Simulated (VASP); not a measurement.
# Ge (P6_3/mmc) in VASP: further runs, part 2 of 2

VASP 6.6.1.

## Step 4: Single point, r2SCAN (strain +0.000 along x and y, +0.030 along z)

The input, POSCAR:

```
Ge
1.0
    3.9956487014      0.0000000000      0.0000000000
   -1.9978243507      3.4603332800      0.0000000000
    0.0000000000      0.0000000000      6.8007922874
Ge
4
Direct
    0.6666666667      0.3333333333      0.0629814339
    0.3333333333      0.6666666667      0.5629814339
    0.6666666667      0.3333333333      0.4370185661
    0.3333333333      0.6666666667      0.9370185661
```

The input, INCAR.step1:

```
SYSTEM = Ge
PREC = Accurate
ENCUT = 520
ISMEAR = 0
SIGMA = 0.03
LREAL = .FALSE.
LASPH = .TRUE.
NELM = 100
NBANDS = 36
GGA = PE
ALGO = Normal
EDIFF = 1E-4
LWAVE = .TRUE.
LCHARG = .FALSE.
```

The input, INCAR.step2:

```
SYSTEM = Ge
PREC = Accurate
ENCUT = 520
EDIFF = 1E-6
ISMEAR = 0
SIGMA = 0.03
LREAL = .FALSE.
LASPH = .TRUE.
NELM = 100
ALGO = Normal
ISIF = 2
LWAVE = .FALSE.
LCHARG = .FALSE.
METAGGA = R2SCAN
LMIXTAU = .TRUE.
NBANDS = 36
ISTART = 1
```

The input, KPOINTS:

```
regular mesh
0
G
  12 12 6
  0 0 0
```

Potentials or basis: VASP PAW PBE potentials, release 64 (Ge_d).

Started as:

```sh
> cat potpaw_PBE.64/Ge_d/POTCAR > POTCAR
> cp INCAR.step1 INCAR
> mpirun -np 1 vasp_std > vasp.out
> cp INCAR.step2 INCAR
> mpirun -np 1 vasp_std > vasp.out
```

OUTCAR:

```text
SYSTEM = Ge
   PREC = Accurate
   ENCUT = 520
   EDIFF = 1E-6
   ISMEAR = 0
   LREAL = .FALSE.
   LASPH = .TRUE.
   NELM = 100
   ISIF = 2
   METAGGA = R2SCAN
   ISTART = 1

 ion  position               nearest neighbor table
   1  0.667  0.333  0.063-   4 2.46   4 2.46   4 2.46   3 2.54
   2  0.333  0.667  0.563-   3 2.46   3 2.46   3 2.46   4 2.54
   3  0.667  0.333  0.437-   2 2.46   2 2.46   2 2.46   1 2.54
   4  0.333  0.667  0.937-   1 2.46   1 2.46   1 2.46   2 2.54

  LATTYP: Found a hexagonal cell.
 ALAT       =     3.9956487014
 C/A-ratio  =     1.7020496034

[... 1129 lines left out ...]

 [... further k-points ...]
[... 5 lines left out ...]
  --------------------------------------------------------------------------------------
  -------------------------------------------------------------------------------------
  Total       -0.1090610     -0.1090610     -2.9610101      0.0000000     -0.0000000      0.0000000
  in kB       -1.8582984     -1.8582984    -50.4528540      0.0000000     -0.0000000      0.0000000
  external PRESSURE =     -18.0564836 kB  Pullay stress =       0.0000000 kB

 VOLUME and BASIS-vectors are now :
 -----------------------------------------------------------------------------
  energy-cutoff  :      520.00
  volume of cell :       94.03
      direct lattice vectors                 reciprocal lattice vectors
     3.995648701  0.000000000  0.000000000     0.250272252  0.144494752  0.000000000
    -1.997824351  3.460333280  0.000000000     0.000000000  0.288989505  0.000000000
     0.000000000  0.000000000  6.800792287     0.000000000  0.000000000  0.147041691

 POSITION                                       TOTAL-FORCE (eV/Angst)
 -----------------------------------------------------------------------------------
      1.99782      1.15344      0.42832         0.000000     -0.000000      0.202848
     -0.00000      2.30689      3.82872        -0.000000      0.000000      0.202848
      1.99782      1.15344      2.97207         0.000000     -0.000000     -0.202848
     -0.00000      2.30689      6.37247        -0.000000      0.000000     -0.202848
 -----------------------------------------------------------------------------------
    total drift:                               -0.000000      0.000000     -0.000000

  FREE ENERGIE OF THE ION-ELECTRON SYSTEM (eV)
  ---------------------------------------------------
  free  energy   TOTEN  =       -55.3748571970 eV

  energy  without entropy=      -55.3748180173  energy(sigma->0) =      -55.37483761
```

OSZICAR.step1:

```text
N       E                     dE             d eps       ncg     rms          rms(c)
DAV:   1     0.494970201194E+03    0.49497E+03   -0.28356E+04  6388   0.425E+03
DAV:   2     0.675075964075E+02   -0.42746E+03   -0.41595E+03  5472   0.801E+02
DAV:   3    -0.135683903787E+02   -0.81076E+02   -0.80070E+02  6024   0.206E+02
DAV:   4    -0.180360752760E+02   -0.44677E+01   -0.44526E+01  6336   0.563E+01
DAV:   5    -0.181284753847E+02   -0.92400E-01   -0.92364E-01  6180   0.901E+00    0.434E+00
DAV:   6    -0.180222679564E+02    0.10621E+00   -0.64222E-02  6148   0.207E+00    0.256E+00
DAV:   7    -0.179651786597E+02    0.57089E-01   -0.10771E-01  6036   0.231E+00    0.200E-01
DAV:   8    -0.179684927404E+02   -0.33141E-02   -0.13884E-02  6068   0.109E+00    0.950E-02
DAV:   9    -0.179692871713E+02   -0.79443E-03   -0.88298E-04  4788   0.147E-01    0.366E-02
DAV:  10    -0.179693967649E+02   -0.10959E-03   -0.13150E-04  4620   0.991E-02    0.112E-02
DAV:  11    -0.179694168599E+02   -0.20095E-04   -0.44527E-05  3912   0.360E-02
   1 F= -.17969417E+02 E0= -.17969392E+02  d E =-.506617E-04
```

Wall time 5.3 min (1 thread of Intel Xeon 6975P-C (Granite Rapids), shared host); peak memory 0.33 GiB.

Results:

```yaml
Free_energy: -55.3749 eV
Pressure: -1.8 GPa
Largest_force: 0.203 eV/Å
Band_gap_on_the_k_mesh: zero (filled and empty bands touch)
```

Forces in eV/Å, atoms in the order of the input:
```
Ge   0.000  0.000  0.203
Ge   0.000  0.000  0.203
Ge   0.000  0.000 -0.203
Ge   0.000  0.000 -0.203
```

Caveat: the cell differs from its parent crystal (strain +0.000 along x and y, +0.030 along z); semilocal functionals underestimate gaps, so a narrow gap can read as zero; the PAW data sets were made with another functional, which shifts forces and pressure a little.

## Step 5: Single point, r2SCAN (strain +0.015 along x and y, +0.000 along z)

The input, POSCAR:

```
Ge
1.0
    4.0555834319      0.0000000000      0.0000000000
   -2.0277917160      3.5122382792      0.0000000000
    0.0000000000      0.0000000000      6.6027109586
Ge
4
Direct
    0.6666666667      0.3333333333      0.0629814339
    0.3333333333      0.6666666667      0.5629814339
    0.6666666667      0.3333333333      0.4370185661
    0.3333333333      0.6666666667      0.9370185661
```

The input, INCAR.step1:

```
SYSTEM = Ge
PREC = Accurate ; ENCUT = 520
ISMEAR = 0 ; SIGMA = 0.03
LREAL = .False. ; LASPH = .True.
NELM = 100 ; NBANDS = 36
GGA = PE ; ALGO = Normal
EDIFF = 1E-4 ; LWAVE = .True.
LCHARG = .False.
```

The input, INCAR.step2:

```
SYSTEM = Ge
PREC = Accurate ; ENCUT = 520
EDIFF = 1E-6 ; ISMEAR = 0
SIGMA = 0.03 ; LREAL = .False.
LASPH = .True. ; NELM = 100
ALGO = Normal ; ISIF = 2
LWAVE = .False. ; LCHARG = .False.
METAGGA = R2SCAN ; LMIXTAU = .True.
NBANDS = 36 ; ISTART = 1
```

The input, KPOINTS:

```
regular mesh
0
Gamma
  12 12 6
  0 0 0
```

Started as:

```sh
> cat potpaw_PBE.64/Ge_d/POTCAR > POTCAR
> cp INCAR.step1 INCAR
> mpirun -np 1 vasp_std > vasp.out
> cp INCAR.step2 INCAR
> mpirun -np 1 vasp_std > vasp.out
```

Wall time 4.8 min (1 thread of Intel Xeon 6975P-C (Granite Rapids), shared host); peak memory 0.32 GiB.

The run converged. Its results:

```
Free energy            : -55.3961 eV
Pressure               : -1.9 GPa
Largest force          : 0.130 eV/Å
Band gap on the k mesh : zero (bands 28 and 29 overlap by 0.04 eV)
```

Forces in eV/Å, atoms in the order of the input:
```
Ge   0.000  0.000 -0.130
Ge   0.000  0.000 -0.130
Ge   0.000  0.000  0.130
Ge   0.000  0.000  0.130
```

Stress tensor (GPa, compression positive):
```
-2.75  0.00  0.00
 0.00 -2.75  0.00
 0.00  0.00 -0.21
```

Levels at points of the mesh, in eV from the Fermi level:
| k point | band 26 | band 27 | band 28 | band 29 | band 30 | band 31 |
| --- | --- | --- | --- | --- | --- | --- |
| (0.00, 0.00, 0.00) | -0.23 | -0.09 | 0.05 | 0.05 | 0.05 | 2.27 |
| (0.50, 0.00, 0.00) | -3.22 | -2.88 | -1.51 | 0.65 | 1.82 | 3.79 |
| (0.00, 0.00, 0.50) | -0.99 | -0.99 | -0.99 | 0.71 | 0.71 | 3.45 |
| (0.50, 0.00, 0.50) | -2.61 | -2.53 | -2.53 | 0.67 | 0.67 | 2.38 |

Caveat: the cell differs from its parent crystal (strain +0.015 along x and y, +0.000 along z); semilocal functionals underestimate gaps, so a narrow gap can read as zero; the PAW data sets were made with another functional, which shifts forces and pressure a little.

## Step 6: The runs side by side

| cell | gap on the mesh (eV) | pressure (GPa) | largest force (eV/Å) |
| --- | --- | --- | --- |
| a = 4.116, b = 4.116, c = 6.603 Å, angles 90.0, 90.0, 120.0°, 4 atoms | none | -3.5 | 0.24 |
| a = 4.056, b = 4.056, c = 6.801 Å, angles 90.0, 90.0, 120.0°, 4 atoms | none | -3.6 | 0.08 |
| a = 3.996, b = 3.996, c = 6.801 Å, angles 90.0, 90.0, 120.0°, 4 atoms | none | -1.8 | 0.20 |
| a = 4.056, b = 4.056, c = 6.603 Å, angles 90.0, 90.0, 120.0°, 4 atoms | none | -1.9 | 0.13 |

Alike in all rows: task single point; level r2SCAN; potentials or basis VASP PAW PBE potentials, release 64 (Ge_d); no spin polarisation; k mesh 12 × 12 × 6; cutoff (eV) 520; smearing gaussian 0.03 eV.

Caveats: semilocal functionals underestimate gaps, so a narrow gap can read as zero; the PAW data sets were made with another functional, which shifts forces and pressure a little; the cell stands under tension (at least some runs).

Absolute energies hang on the potentials; compare differences alone.
